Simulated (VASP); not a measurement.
# ScAl3 (I4/mmm) in VASP: further runs

The runs below take ScAl3 through single point, with PBE.

Program: VASP 6.6.1. These are calculated values, not measurements. Logs are shortened: lines on timing, memory, paths and dates and some standing lists are left out, and cuts for length are marked.

## 1. The cell of the first run

Symmetry: I4/mmm, No. 139, tetragonal system. Conventional cell: a = 4.099 Å, b = 4.099 Å, c = 9.006 Å, α = 90.00°, β = 90.00°, γ = 90.00°. Sc (site symmetry 4/mmm) has 12 Al at 2.90 to 3.04 Å within 3.8 Å. Al (site symmetry -4m2) has 8 Al at 2.90 to 3.04 Å and 4 Sc at 3.04 Å within 3.8 Å. Al (site symmetry 4/mmm) has 4 Sc at 2.90 Å and 8 Al at 3.04 Å within 3.8 Å.

## 2. Single point, PBE (18.91 Å³/atom)

Input file INCAR:

```
SYSTEM = ScAl3
  PREC = Accurate
  ENCUT = 520
  EDIFF = 1E-6
  ISMEAR = 0
  SIGMA = 0.1
  LREAL = .FALSE.
  LASPH = .TRUE.
  NELM = 100
  ALGO = Fast
  ISIF = 2
  LWAVE = .FALSE.
  LCHARG = .TRUE.
  GGA = PE
  LELF = .TRUE.
  LVHAR = .TRUE.
  NBANDS = 18
```

Input file KPOINTS:

```
regular mesh
0
G
  14 14 14
  0 0 0
```

Input file POSCAR:

```
ScAl3
1.0
   -2.0492933294      2.0492933294      4.5032295919
    2.0492933294     -2.0492933294      4.5032295919
    2.0492933294      2.0492933294     -4.5032295919
Sc Al
1 3
Direct
    0.0000000000      0.0000000000      0.0000000000
    0.7500000000      0.2500000000      0.5000000000
    0.2500000000      0.7500000000      0.5000000000
    0.5000000000      0.5000000000      0.0000000000
```

Potentials or basis: VASP PAW PBE potentials, release 64 (Sc_sv, Al).

Command:

```bash
cat potpaw_PBE.64/Sc_sv/POTCAR potpaw_PBE.64/Al/POTCAR > POTCAR
mpirun -np 1 vasp_std > vasp.out
```

OUTCAR:

```text
SYSTEM = ScAl3
   PREC = Accurate
   ENCUT = 520
   EDIFF = 1E-6
   ISMEAR = 0
   LREAL = .FALSE.
   LASPH = .TRUE.
   NELM = 100
   ISIF = 2
   GGA = PE

 ion  position               nearest neighbor table
   1  0.000  0.000  0.000-   4 2.90   4 2.90   4 2.90   4 2.90   3 3.04   2 3.04   3 3.04   3 3.04
                             2 3.04   2 3.04   3 3.04   2 3.04
   2  0.750  0.250  0.500-   3 2.90   3 2.90   3 2.90   3 2.90   4 3.04   1 3.04   4 3.04   1 3.04
                             4 3.04   4 3.04   1 3.04   1 3.04
   3  0.250  0.750  0.500-   2 2.90   2 2.90   2 2.90   2 2.90   4 3.04   1 3.04   4 3.04   4 3.04
                             1 3.04   1 3.04   4 3.04   1 3.04
   4  0.500  0.500  0.000-   1 2.90   1 2.90   1 2.90   1 2.90   3 3.04   2 3.04   3 3.04   2 3.04
                             3 3.04   3 3.04   2 3.04   2 3.04

  LATTYP: Found a body centered tetragonal cell.
 ALAT       =     4.0985866588
 C/A-ratio  =     2.1974548628

  Lattice vectors:

 A1 = (  -2.0492933294,   2.0492933294,   4.5032295919)
 A2 = (   2.0492933294,  -2.0492933294,   4.5032295919)
 A3 = (   2.0492933294,   2.0492933294,  -4.5032295919)

Analysis of symmetry for initial positions (statically):
=====================================================================
 Subroutine PRICEL returns:
 Original cell was already a primitive cell.

 Routine SETGRP: Setting up the symmetry group for a
 body centered tetragonal supercell.

 Subroutine GETGRP returns: Found 16 space group operations
 (whereof 16 operations were pure point group operations)
 out of a pool of 16 trial point group operations.

The static configuration has the point symmetry D_4h.

Analysis of symmetry for dynamics (positions and initial velocities):
=====================================================================
 Subroutine PRICEL returns:
 Original cell was already a primitive cell.

 Routine SETGRP: Setting up the symmetry group for a
 body centered tetragonal supercell.

 Subroutine GETGRP returns: Found 16 space group operations
 (whereof 16 operations were pure point group operations)
 out of a pool of 16 trial point group operations.

The dynamic configuration has the point symmetry D_4h.

 Subroutine INISYM returns: Found 16 space group operations
 (whereof 16 operations are pure point group operations),
 and found     1 'primitive' translations

----------------------------------------------------------------------------------------

                                     Primitive cell

  volume of cell :      75.6471

  direct lattice vectors                    reciprocal lattice vectors
    -2.049293329  2.049293329  4.503229592     0.000000000  0.243986545  0.111031425
     2.049293329 -2.049293329  4.503229592     0.243986545  0.000000000  0.111031425
     2.049293329  2.049293329 -4.503229592     0.243986545  0.243986545  0.000000000

  length of vectors
     5.355210832  5.355210832  5.355210832     0.268062328  0.268062328  0.345049082

  position of ions in fractional coordinates (direct lattice)
     0.000000000  0.000000000  0.000000000
     0.750000000  0.250000000  0.500000000
     0.250000000  0.750000000  0.500000000
     0.500000000  0.500000000  0.000000000

  ion indices of the primitive-cell ions
   primitive index   ion index
                 1           1
                 2           2
                 3           3
                 4           4

----------------------------------------------------------------------------------------

 KPOINTS: regular mesh

Automatic generation of k-mesh.
 Grid dimensions read from file:
 generate k-points for:   14   14   14

 Generating k-lattice:

  Cartesian coordinates                     Fractional coordinates (reciprocal lattice)
     0.000000000  0.017427610  0.007930816     0.071428571 -0.000000000  0.000000000
     0.017427610  0.000000000  0.007930816    -0.000000000  0.071428571  0.000000000
     0.017427610  0.017427610  0.000000000     0.000000000  0.000000000  0.071428571

  Length of vectors
     0.019147309  0.019147309  0.024646363

  Shift w.r.t. Gamma in fractional coordinates (k-lattice)
     0.000000000  0.000000000  0.000000000

 Subroutine IBZKPT returns following result:
 ===========================================

 Found    244 irreducible k-points:

 Following reciprocal coordinates:
            Coordinates               Weight
  0.000000  0.000000  0.000000      1.000000
  0.071429 -0.000000  0.000000      8.000000
  0.142857 -0.000000  0.000000      8.000000
  0.214286 -0.000000  0.000000      8.000000
  0.285714 -0.000000  0.000000      8.000000
  0.357143 -0.000000  0.000000      8.000000
[... 16 lines left out ...]
  0.214286  0.142857  0.000000     16.000000
  0.285714  0.142857  0.000000     16.000000
 [... further k-points ...]
   k-points           NKPTS =    244   k-points in BZ     NKDIM =    244   number of bands    NBANDS=     18
   number of dos      NEDOS =    301   number of ions     NIONS =      4
   total plane-waves  NPLWV =  64000
   dimension x,y,z NGX =    40 NGY =   40 NGZ =   40
   dimension x,y,z NGXF=    80 NGYF=   80 NGZF=   80
   ions per type =               1   3
   NGX,Y,Z   is equivalent  to a cutoff of  12.42, 12.42, 12.42 a.u.
   NGXF,Y,Z  is equivalent  to a cutoff of  24.84, 24.84, 24.84 a.u.
 SYSTEM =  ScAl3
   PREC   = accura    normal or accurate (medium, high low for compatibility)
   ISTART =      0    job   : 0-new  1-cont  2-samecut
   ICHARG =      2    charge: 1-file 2-atom 10-const
   ISPIN  =      1    spin polarized calculation?
   LNONCOLLINEAR =      F non collinear calculations
   LSORBIT =      F    spin-orbit coupling
   LASPH  =      T    aspherical Exc in radial PAW
   ENCUT  =  520.0 eV  38.22 Ry    6.18 a.u.   9.96  9.96  9.96*2*pi/ulx,y,z
   NELM   =    100;   NELMIN=  2; NELMDL= -5     # of ELM steps
   EDIFF  = 0.1E-05   stopping-criterion for ELM
   LREAL  =      F    real-space projection
   EDIFFG = 0.1E-04   stopping-criterion for IOM
   NSW    =      0    number of steps for IOM
   IBRION =     -1    ionic relax: 0-MD 1-quasi-New 2-CG
   NFREE  =      0    steps in history (QN), initial steepest desc. (CG)
   ISIF   =      2    stress and relaxation
   ISYM   =      2    0-nonsym 1-usesym 2-fastsym
   POTIM  = 0.5000    time-step for ionic-motion
   TEBEG  =    0.0;   TEEND  =   0.0 temperature during run
   PSTRESS=    0.0 pullay stress
   NELECT =      20.0000    total number of electrons
   NUPDOWN=      -1.0000    fix difference up-down
   EMIN   =  10.00;   EMAX   =-10.00  energy-range for DOS
   EFERMI =   0.00;   METHOD = LEGACY
   ISMEAR =     0;   SIGMA  =   0.10  broadening in eV -4-tet -1-fermi 0-gaus
   EFERMI_NEDOS =   21; number of points for ismear=-14 and -15
   IALGO  =     68    algorithm
   IMIX   =      4    mixing-type and parameters
     AMIX     =   0.40;   BMIX     =  1.00
     AMIX_MAG =   1.60;   BMIX_MAG =  1.00
  volume/ion in A,a.u.               =      18.91       127.62
  Fermi-wavevector in a.u.,A,eV,Ry     =   1.050721  1.985575 15.021029  1.104014
  Thomas-Fermi vector in A             =   2.185735
   LORBIT       =      0    0 simple, 1 ext, 2 COOP (PROOUT), +10 PAW based schemes
   GGA     = PE    functional components
   LHFCALC =     F    Hartree Fock is set to
   AEXX    =    0.0000 exact exchange contribution
   IVDW    =     0    specifies the selected vdW correction
   LEPSILON=     F    determine dielectric tensor
   LRPA    =     F    only Hartree local field effects (RPA)
 non-spin polarized calculation
 RMM-DIIS sequential band-by-band and
 Gauss-broadening in eV      SIGMA  =   0.10
  energy-cutoff  :      520.00
  volume of cell :       75.65
 maximum number of plane-waves:      2056
   NGX = 19   NGY = 19   NGZ = 19

 number of electron      20.0000002 magnetization

 Free energy of the ion-electron system (eV)
  ---------------------------------------------------
  ext. energy  EPLUGINS =         0.00000000
  ---------------------------------------------------
  free energy    TOTEN  =       -18.88377924 eV

  energy without entropy =      -18.87234217  energy(sigma->0) =      -18.87806071

 E-fermi :   6.0295     XC(G=0): -10.0325

 val. band max:        6.0275512640   @ k =  -0.1429   0.1429   0.0714
 cond. band min:       6.0303841329   @ k =   0.5000   0.2143   0.0000
 fundamental gap:      0.0028328689
 Fermi energy:         6.0294522820

 k-point     1 :       0.0000    0.0000    0.0000
  band No.  band energies     occupation
      1     -43.0625      2.00000
      2     -21.7356      2.00000
      3     -21.7200      2.00000
      4     -21.7200      2.00000
      5      -3.1052      2.00000
      6       3.4924      2.00000
[... 10 lines left out ...]
     17      10.2282      0.00000
     18      11.3031      0.00000

 k-point     2 :       0.0714   -0.0000    0.0000
  band No.  band energies     occupation
      1     -43.0624      2.00000
      2     -21.7355      2.00000
      3     -21.7213      2.00000
      4     -21.7199      2.00000
      5      -3.0492      2.00000
      6       3.2457      2.00000
[... 10 lines left out ...]
     17      10.3646      0.00000
     18      11.5203      0.00000

 k-point     3 :       0.1429   -0.0000    0.0000
  band No.  band energies     occupation
      1     -43.0623      2.00000
      2     -21.7354      2.00000
      3     -21.7250      2.00000
      4     -21.7197      2.00000
      5      -2.8818      2.00000
      6       2.8884      2.00000
[... 10 lines left out ...]
     17      10.2503      0.00000
     18      10.7539      0.00000

 k-point     4 :       0.2143   -0.0000    0.0000
  band No.  band energies     occupation
      1     -43.0621      2.00000
      2     -21.7353      2.00000
      3     -21.7304      2.00000
      4     -21.7193      2.00000
      5      -2.6058      2.00000
      6       2.4349      2.00000
[... 375 lines left out ...]
      4     -21.7243      2.00000
      5      -2.5873      2.00000
      6       2.2621      2.00000
[... 10 lines left out ...]
     17      10.4593      0.00000
     18      10.6083      0.00000

 k-point    23 :       0.2143    0.1429    0.0000
  band No.  band energies     occupation
      1     -43.0618      2.00000
      2     -21.7353      2.00000
      3     -21.7299      2.00000
      4     -21.7242      2.00000
      5      -2.2799      2.00000
      6       1.9813      2.00000
[... 10 lines left out ...]
     17      10.4768      0.00000
     18      11.1155      0.00000

 k-point    24 :       0.2857    0.1429    0.0000
  band No.  band energies     occupation
      1     -43.0616      2.00000
      2     -21.7361      2.00000
      3     -21.7346      2.00000
      4     -21.7237      2.00000
      5      -1.8726      2.00000
      6       1.5532      2.00000
[... 10 lines left out ...]
     17      10.6085      0.00000
     18      11.3971      0.00000

 [... further k-points ...]
[... 5 lines left out ...]
  --------------------------------------------------------------------------------------
  -------------------------------------------------------------------------------------
  Total       -2.0312166     -2.0312166     -1.9732843      0.0000000      0.0000000     -0.0000000
  in kB      -43.0204034    -43.0204034    -41.7934205      0.0000000      0.0000000     -0.0000000
  external PRESSURE =     -42.6114091 kB  Pullay stress =       0.0000000 kB

 VOLUME and BASIS-vectors are now :
 -----------------------------------------------------------------------------
  energy-cutoff  :      520.00
  volume of cell :       75.65
      direct lattice vectors                 reciprocal lattice vectors
    -2.049293329  2.049293329  4.503229592     0.000000000  0.243986545  0.111031425
     2.049293329 -2.049293329  4.503229592     0.243986545  0.000000000  0.111031425
     2.049293329  2.049293329 -4.503229592     0.243986545  0.243986545  0.000000000

 POSITION                                       TOTAL-FORCE (eV/Angst)
 -----------------------------------------------------------------------------------
      0.00000      0.00000      0.00000         0.000000      0.000000      0.000000
      0.00000      2.04929      2.25161        -0.000000      0.000000      0.000000
      2.04929      0.00000      2.25161         0.000000     -0.000000     -0.000000
      0.00000      0.00000      4.50323         0.000000      0.000000      0.000000
 -----------------------------------------------------------------------------------
    total drift:                               -0.000000     -0.000000     -0.000000

  FREE ENERGIE OF THE ION-ELECTRON SYSTEM (eV)
  ---------------------------------------------------
  free  energy   TOTEN  =       -18.8837792425 eV

  energy  without entropy=      -18.8723421732  energy(sigma->0) =      -18.87806071
```

It took 4 min on 1 thread of Intel Xeon 6975P-C (Granite Rapids), shared host; peak memory 0.48 GiB.

Results:

```yaml
Free_energy: -18.8838 eV
Pressure: -4.3 GPa
Band_gap_on_the_k_mesh: zero (bands 10 and 11 overlap by 2.04 eV)
```

Stress tensor (GPa, compression positive):
```
-4.30  0.00  0.00
 0.00 -4.30  0.00
 0.00  0.00 -4.18
```

Levels at points of the mesh, in eV from the Fermi level:
```
           k point  band 8  band 9  band 10  band 11  band 12  band 13
(0.00, 0.00, 0.00)   -0.95   -0.95    -0.79     1.12     1.49     1.49
(0.50, 0.00, 0.00)   -2.81   -0.66     0.36     1.09     1.77     2.54
(0.50, 0.50, 0.00)   -3.27   -2.37    -1.87    -0.45     2.37     2.64
(0.50, 0.50, 0.50)   -0.97   -0.97     0.23     1.44     1.44     1.81
```

Caveat: the cell stands under tension.

## 3. Single point, PBE (19.63 Å³/atom)

This run uses another cell than the first one, of 19.63 Å³/atom.

Input file INCAR:

```
SYSTEM = ScAl3
PREC     = Accurate       ! precision mode
ENCUT    = 520            ! plane-wave cutoff, eV
EDIFF    = 1E-6           ! SCF threshold, eV
ISMEAR   = 0              ! smearing method
SIGMA    = 0.1            ! smearing width, eV
LREAL    = .FALSE.        ! projectors in reciprocal space
LASPH    = .TRUE.         ! aspherical terms in the spheres
NELM     = 100            ! most SCF steps
ALGO     = Fast           ! electronic algorithm
ISIF     = 2              ! what is computed and relaxed
LWAVE    = .FALSE.        ! write WAVECAR
LCHARG   = .FALSE.        ! write CHGCAR
GGA      = PE             ! functional
NBANDS   = 18             ! bands
```

Input file KPOINTS:

```
Automatic mesh
0
G
  14 14 14
  0 0 0
```

Input file POSCAR:

```
ScAl3
1.0
   -2.0716219309      2.0716219309      4.5729679994
    2.0716219309     -2.0716219309      4.5729679994
    2.0716219309      2.0716219309     -4.5729679994
Sc Al
1 3
Direct
    0.0000000000      0.0000000000      0.0000000000
    0.7500000000      0.2500000000      0.5000000000
    0.2500000000      0.7500000000      0.5000000000
    0.5000000000      0.5000000000      0.0000000000
```

Potentials or basis: VASP PAW PBE potentials, release 64 (Sc_sv, Al).

Command:

```bash
cat potpaw_PBE.64/Sc_sv/POTCAR potpaw_PBE.64/Al/POTCAR > POTCAR
mpirun -np 1 vasp_std > vasp.out
```

Run time: 4 min. Hardware: 1 thread of Intel Xeon 6975P-C (Granite Rapids), shared host; peak memory 0.48 GiB.

The run converged. Its results:

- Free energy: -18.7886 eV
- Pressure: -6.4 GPa
- Band gap on the k mesh: zero (bands 10 and 11 overlap by 2.03 eV)

Stress tensor (GPa, compression positive):
```
-6.38  0.00  0.00
 0.00 -6.38  0.00
 0.00  0.00 -6.48
```

Levels at points of the mesh, in eV from the Fermi level:
```csv
k point,band 8,band 9,band 10,band 11,band 12,band 13
"(0.00, 0.00, 0.00)",-0.90,-0.90,-0.73,0.94,1.45,1.45
"(0.50, 0.00, 0.00)",-2.84,-0.62,0.36,1.07,1.74,2.44
"(0.50, 0.50, 0.00)",-3.17,-2.33,-1.86,-0.43,2.28,2.55
"(0.50, 0.50, 0.50)",-0.94,-0.94,0.23,1.41,1.41,1.75
```

Caveat: the cell stands under tension.
